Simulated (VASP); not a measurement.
A run of VASP 6.6.1 is set up as follows.

Contents of INCAR:

```
SYSTEM = Zn
PREC = Accurate ; ENCUT = 520
EDIFF = 1E-6 ; ISMEAR = 0
SIGMA = 0.1 ; LREAL = Auto
LASPH = .True. ; NELM = 60
ALGO = Normal ; ISIF = 2
LWAVE = .False. ; LCHARG = .True.
GGA = CA ; LELF = .True.
LVHAR = .True. ; NBANDS = 116
```

Contents of KPOINTS:

```
Automatic mesh
0
Gamma
  2 2 3
  0 0 0
```

The input POSCAR:

```
Zn
1.0
    7.9977453100      0.0000000100      0.0000000000
   -3.9988726600      6.9262506100      0.0000000000
    0.0000000000      0.0000000000      4.9584000700
Zn
17
Direct
    0.1044406842      0.2196258964      0.2496164050
    0.2224944040      0.1114780624      0.7489151637
    0.1044525215      0.5500879500      0.2500330717
    0.2174346170      0.4413483095      0.7510948990
    0.1106559223      0.8879369727      0.2491122101
    0.2224400265      0.7762729506      0.7471815400
    0.4484942999      0.2196131906      0.2497914615
    0.5588212091      0.1120420034      0.7582701974
    0.4439517296      0.5546277794      0.2486231411
    0.5574122776      0.4413002310      0.7457439795
    0.4485175613      0.8941485580      0.2501393559
    0.5574223714      0.7814395261      0.7478880178
    0.8866417767      0.1120763650      0.7454309753
    0.7790053948      0.5500899703      0.2497942850
    0.8867057052      0.4399375886      0.7514405751
    0.7789815616      0.8942090520      0.2496049094
    0.8872296551      0.7762414752      0.7515789261
```

Potentials or basis: VASP PAW LDA potentials, release 64 (Zn).

Run with:

```console
$ cat potpaw_LDA.64/Zn/POTCAR > POTCAR
$ mpirun -np 1 vasp_std > vasp.out
```

Task: Predict the pressure.

Result: -8.6 GPa.

Task: What does it give for the largest force?

Result: 0.009 eV/Å.

Task: Predict the band gap on the k mesh.

Result: Zero (bands 102 and 103 overlap by 1.54 eV).

Stress tensor (GPa, compression positive):
```
-12.03   0.00   0.03
  0.00 -12.03   0.00
  0.03   0.00  -1.67
```

Caveat: the k points lie up to 0.45 Å⁻¹ apart, too coarse for converged energies and pressures of a metal.
